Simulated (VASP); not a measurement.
# Au (Cmcm) in VASP: notebook

Runs on Au. Level: PBE. Tasks: relaxation of shape and atoms at fixed volume.

All numbers are computed with VASP 6.6.1; they aren't measurements. Logs are shortened: lines on timing, memory, paths and dates and some standing lists are left out, and cuts for length are marked.

## 1. The cell of the first run

Symmetry: Cmcm, No. 63, orthorhombic system. The conventional cell has a = 2.764 Å, b = 4.912 Å, c = 4.670 Å, α = 90.00°, β = 90.00°, γ = 90.00°. Within 3.6 Å of Au (site symmetry m2m) lie 12 Au at 2.76 to 2.84 Å.

## 2. Relaxation of shape and atoms at fixed volume, PBE (volume scaled by 0.88)

INCAR

```
SYSTEM = Au
ALGO = Fast
EDIFF = 1E-6
EDIFFG = -0.01
ENCUT = 600
GGA = PE
IBRION = 2
ISIF = 4
ISMEAR = 0
LASPH = .TRUE.
LCHARG = .FALSE.
LREAL = .FALSE.
LWAVE = .FALSE.
NELM = 60
NSW = 50
PREC = Accurate
SIGMA = 0.1
```

KPOINTS

```
k-points
0
G
  16 16 10
  0 0 0
```

POSCAR

```
Au
1.0
    1.3822163226     -2.4558388579      0.0000000000
    1.3822163226      2.4558388579      0.0000000000
    0.0000000000      0.0000000000      4.6704748586
Au
2
Direct
    0.6633007495      0.3366992505      0.2500000000
    0.3366992505      0.6633007495      0.7500000000
```

Potentials or basis: VASP PAW PBE potentials, release 64 (Au).

On the command line:

```console
$ cat potpaw_PBE.64/Au/POTCAR > POTCAR
$ mpirun -np 1 vasp_std > vasp.out
```

OUTCAR:

```text
SYSTEM = Au
   EDIFF = 1E-6
   EDIFFG = -0.01
   ENCUT = 600
   GGA = PE
   IBRION = 2
   ISIF = 4
   ISMEAR = 0
   LASPH = .TRUE.
   LREAL = .FALSE.
   NELM = 60
   NSW = 50
   PREC = Accurate

 ion  position               nearest neighbor table
   1  0.663  0.337  0.250-   2 2.83   2 2.83   2 2.84   2 2.84   2 2.84   2 2.84
   2  0.337  0.663  0.750-   1 2.83   1 2.83   1 2.84   1 2.84   1 2.84   1 2.84

  LATTYP: Found a base centered orthorhombic cell.
 ALAT       =     2.7644326452
 B/A-ratio  =     1.7767398762
 C/A-ratio  =     1.6894876664

  Lattice vectors:

 A1 = (   1.3822163226,  -2.4558388579,   0.0000000000)
 A2 = (   1.3822163226,   2.4558388579,   0.0000000000)
 A3 = (   0.0000000000,   0.0000000000,   4.6704748586)

Analysis of symmetry for initial positions (statically):
=====================================================================
 Subroutine PRICEL returns:
 Original cell was already a primitive cell.

 Routine SETGRP: Setting up the symmetry group for a
 base centered orthorhombic supercell.

 Subroutine GETGRP returns: Found  8 space group operations
 (whereof  4 operations were pure point group operations)
 out of a pool of  8 trial point group operations.

The static configuration has the point symmetry C_2h.
 The point group associated with its full space group is D_2h.

Analysis of symmetry for dynamics (positions and initial velocities):
=====================================================================
 Subroutine PRICEL returns:
 Original cell was already a primitive cell.

 Routine SETGRP: Setting up the symmetry group for a
 base centered orthorhombic supercell.

 Subroutine GETGRP returns: Found  8 space group operations
 (whereof  4 operations were pure point group operations)
 out of a pool of  8 trial point group operations.

The dynamic configuration has the point symmetry C_2h.
 The point group associated with its full space group is D_2h.

 Subroutine INISYM returns: Found  8 space group operations
 (whereof  4 operations are pure point group operations),
 and found     1 'primitive' translations

----------------------------------------------------------------------------------------

                                     Primitive cell

  volume of cell :      31.7079

  direct lattice vectors                    reciprocal lattice vectors
     1.382216323 -2.455838858  0.000000000     0.361737878 -0.203596420  0.000000000
     1.382216323  2.455838858  0.000000000     0.361737878  0.203596420  0.000000000
     0.000000000  0.000000000  4.670474859     0.000000000  0.000000000  0.214110991

  length of vectors
     2.818096247  2.818096247  4.670474859     0.415097332  0.415097332  0.214110991

  position of ions in fractional coordinates (direct lattice)
     0.663300750  0.336699250  0.250000000
     0.336699250  0.663300750  0.750000000

  ion indices of the primitive-cell ions
   primitive index   ion index
                 1           1
                 2           2

----------------------------------------------------------------------------------------

 KPOINTS: k-points

Automatic generation of k-mesh.
 Grid dimensions read from file:
 generate k-points for:   16   16   10

 Generating k-lattice:

  Cartesian coordinates                     Fractional coordinates (reciprocal lattice)
     0.022608617 -0.012724776  0.000000000     0.062500000  0.000000000  0.000000000
     0.022608617  0.012724776  0.000000000     0.000000000  0.062500000  0.000000000
     0.000000000  0.000000000  0.021411099     0.000000000  0.000000000  0.100000000

  Length of vectors
     0.025943583  0.025943583  0.021411099

  Shift w.r.t. Gamma in fractional coordinates (k-lattice)
     0.000000000  0.000000000  0.000000000

 Subroutine IBZKPT returns following result:
 ===========================================

 Found    438 irreducible k-points:

 Following reciprocal coordinates:
            Coordinates               Weight
  0.000000  0.000000  0.000000      1.000000
  0.062500 -0.000000  0.000000      4.000000
  0.125000 -0.000000  0.000000      4.000000
  0.187500  0.000000  0.000000      4.000000
  0.250000 -0.000000  0.000000      4.000000
  0.312500 -0.000000  0.000000      4.000000
[... 16 lines left out ...]
 -0.125000  0.062500  0.000000      4.000000
 -0.062500  0.062500  0.000000      2.000000
 [... further k-points ...]
   k-points           NKPTS =    438   k-points in BZ     NKDIM =    438   number of bands    NBANDS=     15
   number of dos      NEDOS =    301   number of ions     NIONS =      2
   total plane-waves  NPLWV =  23040
   dimension x,y,z NGX =    24 NGY =   24 NGZ =   40
   dimension x,y,z NGXF=    48 NGYF=   48 NGZF=   80
   ions per type =               2
   NGX,Y,Z   is equivalent  to a cutoff of  14.16, 14.16, 14.24 a.u.
   NGXF,Y,Z  is equivalent  to a cutoff of  28.32, 28.32, 28.48 a.u.
 SYSTEM =  Au
   PREC   = accura    normal or accurate (medium, high low for compatibility)
   ISTART =      0    job   : 0-new  1-cont  2-samecut
   ICHARG =      2    charge: 1-file 2-atom 10-const
   ISPIN  =      1    spin polarized calculation?
   LNONCOLLINEAR =      F non collinear calculations
   LSORBIT =      F    spin-orbit coupling
   LASPH  =      T    aspherical Exc in radial PAW
   ENCUT  =  600.0 eV  44.10 Ry    6.64 a.u.   5.63  5.63  9.33*2*pi/ulx,y,z
   NELM   =     60;   NELMIN=  2; NELMDL= -5     # of ELM steps
   EDIFF  = 0.1E-05   stopping-criterion for ELM
   LREAL  =      F    real-space projection
   EDIFFG = -.1E-01   stopping-criterion for IOM
   NSW    =     50    number of steps for IOM
   IBRION =      2    ionic relax: 0-MD 1-quasi-New 2-CG
   NFREE  =      1    steps in history (QN), initial steepest desc. (CG)
   ISIF   =      4    stress and relaxation
   ISYM   =      2    0-nonsym 1-usesym 2-fastsym
   POTIM  = 0.5000    time-step for ionic-motion
   TEBEG  =    0.0;   TEEND  =   0.0 temperature during run
   PSTRESS=    0.0 pullay stress
   NELECT =      22.0000    total number of electrons
   NUPDOWN=      -1.0000    fix difference up-down
   EMIN   =  10.00;   EMAX   =-10.00  energy-range for DOS
   EFERMI =   0.00;   METHOD = LEGACY
   ISMEAR =     0;   SIGMA  =   0.10  broadening in eV -4-tet -1-fermi 0-gaus
   EFERMI_NEDOS =   21; number of points for ismear=-14 and -15
   IALGO  =     68    algorithm
   IMIX   =      4    mixing-type and parameters
     AMIX     =   0.40;   BMIX     =  1.00
     AMIX_MAG =   1.60;   BMIX_MAG =  1.00
  volume/ion in A,a.u.               =      15.85       106.99
  Fermi-wavevector in a.u.,A,eV,Ry     =   1.449306  2.738791 28.578872  2.100488
  Thomas-Fermi vector in A             =   2.567048
   LORBIT       =      0    0 simple, 1 ext, 2 COOP (PROOUT), +10 PAW based schemes
   GGA     = PE    functional components
   LHFCALC =     F    Hartree Fock is set to
   AEXX    =    0.0000 exact exchange contribution
   IVDW    =     0    specifies the selected vdW correction
   LEPSILON=     F    determine dielectric tensor
   LRPA    =     F    only Hartree local field effects (RPA)
 conjugate gradient relaxation of ions
 non-spin polarized calculation
 RMM-DIIS sequential band-by-band and
 Gauss-broadening in eV      SIGMA  =   0.10
  energy-cutoff  :      600.00
  volume of cell :       31.71
 maximum number of plane-waves:      1081
   NGX = 11   NGY = 11   NGZ = 19

--------------------------------------- Ionic step        1  -------------------------------------------

 number of electron      21.9999999 magnetization

 Free energy of the ion-electron system (eV)
  ---------------------------------------------------
  ext. energy  EPLUGINS =         0.00000000
  ---------------------------------------------------
  free energy    TOTEN  =        -6.13506054 eV

  energy without entropy =       -6.13168361  energy(sigma->0) =       -6.13337208

------------------------ aborting loop because EDIFF is reached ----------------------------------------

  FORCE on cell =-STRESS in cart. coord.  units (eV):
  Direction    XX          YY          ZZ          XY          YZ          ZX
  --------------------------------------------------------------------------------------
  -------------------------------------------------------------------------------------
  Total        5.0442953      4.9448864      4.9455551      0.0000000      0.0000000      0.0000000
  in kB      254.8849356    249.8618670    249.8956579      0.0000000      0.0000000      0.0000000
  external PRESSURE =     251.5474869 kB  Pullay stress =       0.0000000 kB

 VOLUME and BASIS-vectors are now :
 -----------------------------------------------------------------------------
  energy-cutoff  :      600.00
  volume of cell :       31.71
      direct lattice vectors                 reciprocal lattice vectors
     1.382216323 -2.455838858  0.000000000     0.361737878 -0.203596420  0.000000000
     1.382216323  2.455838858  0.000000000     0.361737878  0.203596420  0.000000000
     0.000000000  0.000000000  4.670474859     0.000000000  0.000000000  0.214110991

 POSITION                                       TOTAL-FORCE (eV/Angst)
 -----------------------------------------------------------------------------------
      1.38222     -0.80208      1.16762         0.000000     -0.001443      0.000000
      1.38222      0.80208      3.50286         0.000000      0.001443      0.000000
 -----------------------------------------------------------------------------------
    total drift:                                0.000000      0.000000      0.000000

  FREE ENERGIE OF THE ION-ELECTRON SYSTEM (eV)
  ---------------------------------------------------
  free  energy   TOTEN  =        -6.1350605435 eV

  energy  without entropy=       -6.1316836071  energy(sigma->0) =       -6.13337208

--------------------------------------- Ionic step        2  -------------------------------------------

 number of electron      21.9999999 magnetization

 Free energy of the ion-electron system (eV)
  ---------------------------------------------------
  ext. energy  EPLUGINS =         0.00000000
  ---------------------------------------------------
  free energy    TOTEN  =        -6.13515836 eV

  energy without entropy =       -6.13156956  energy(sigma->0) =       -6.13336396

 E-fermi :  10.7025     XC(G=0): -13.1546

 val. band max:       10.7000805649   @ k =   0.5000   0.1250   0.3000
 cond. band min:      10.7242094512   @ k =   0.5000   0.4375   0.1000
 fundamental gap:      0.0241288863
 Fermi energy:        10.7024795649

 k-point     1 :       0.0000    0.0000    0.0000
  band No.  band energies     occupation
      1       0.0810      2.00000
      2       2.6516      2.00000
      3       5.4546      2.00000
      4       5.5501      2.00000
      5       5.9189      2.00000
      6       5.9794      2.00000
      7       6.2452      2.00000
      8       6.7404      2.00000
      9       6.9338      2.00000
     10       8.4024      2.00000
     11       8.4666      2.00000
     12       9.2739      2.00000
     13      13.8916      0.00000
     14      25.1468      0.00000
     15      26.5739      0.00000
[... 397 lines left out ...]
 k-point    24 :      -0.0625    0.0625    0.0000
  band No.  band energies     occupation
      1       0.2095      2.00000
      2       2.7578      2.00000
      3       5.3198      2.00000
      4       5.6586      2.00000
      5       5.9576      2.00000
      6       6.0060      2.00000
      7       6.3268      2.00000
      8       6.6442      2.00000
      9       6.8753      2.00000
     10       7.7880      2.00000
     11       8.4320      2.00000
     12      10.1061      2.00000
     13      13.8841      0.00000
     14      25.1957      0.00000
     15      26.7496      0.00000

 [... further k-points ...]

------------------------ aborting loop because EDIFF is reached ----------------------------------------

  FORCE on cell =-STRESS in cart. coord.  units (eV):
  Direction    XX          YY          ZZ          XY          YZ          ZX
  --------------------------------------------------------------------------------------
  -------------------------------------------------------------------------------------
  Total        4.9837142      4.9515505      4.9673573      0.0000000      0.0000000      0.0000000
  in kB      251.8238124    250.1986016    250.9973070      0.0000000      0.0000000      0.0000000
  external PRESSURE =     251.0065737 kB  Pullay stress =       0.0000000 kB

 VOLUME and BASIS-vectors are now :
 -----------------------------------------------------------------------------
  energy-cutoff  :      600.00
  volume of cell :       31.71
      direct lattice vectors                 reciprocal lattice vectors
     1.384419357 -2.453864277  0.000000000     0.361162243 -0.203760251  0.000000000
     1.384419357  2.453864277  0.000000000     0.361162243  0.203760251  0.000000000
     0.000000000  0.000000000  4.666794972     0.000000000  0.000000000  0.214279823

 POSITION                                       TOTAL-FORCE (eV/Angst)
 -----------------------------------------------------------------------------------
      1.38442     -0.80151      1.16670         0.000000     -0.004324      0.000000
      1.38442      0.80151      3.50010         0.000000      0.004324     -0.000000
 -----------------------------------------------------------------------------------
    total drift:                               -0.000000     -0.000000     -0.000000

  FREE ENERGIE OF THE ION-ELECTRON SYSTEM (eV)
  ---------------------------------------------------
  free  energy   TOTEN  =        -6.1351583604 eV

  energy  without entropy=       -6.1315695617  energy(sigma->0) =       -6.13336396

 reached required accuracy - stopping structural energy minimisation
```

Wall time 4.6 min (1 thread of Oxide Virtual Turin-like, shared host); peak memory 0.31 GiB.

Results:

- Free energy: -6.1352 eV
- Energy gained by relaxing: 0.0 meV/atom
- Ionic steps: 2
- Pressure after relaxing: 25.1 GPa
- Largest force after relaxing: 0.004 eV/Å
- Band gap on the k mesh: zero (band 11 reaches 14.92 eV, above the bottom of band 12 at 7.96 eV)

Forces in eV/Å, atoms in the order of the input:
```
Au   0.000 -0.004  0.000
Au   0.000  0.004  0.000
```

Stress tensor (GPa, compression positive):
```
25.18  0.00  0.00
 0.00 25.02  0.00
 0.00  0.00 25.10
```

Final structure:
```
Au
1.0
     1.38442   -2.45386    0.00000
     1.38442    2.45386    0.00000
     0.00000    0.00000    4.66679
Au
2
Direct
  0.66331 0.33669 0.25000
  0.33669 0.66331 0.75000
```

Caveat: spin-orbit coupling is left out, which moves the levels of the heavy elements.

(Continued in part 2 of 2.)
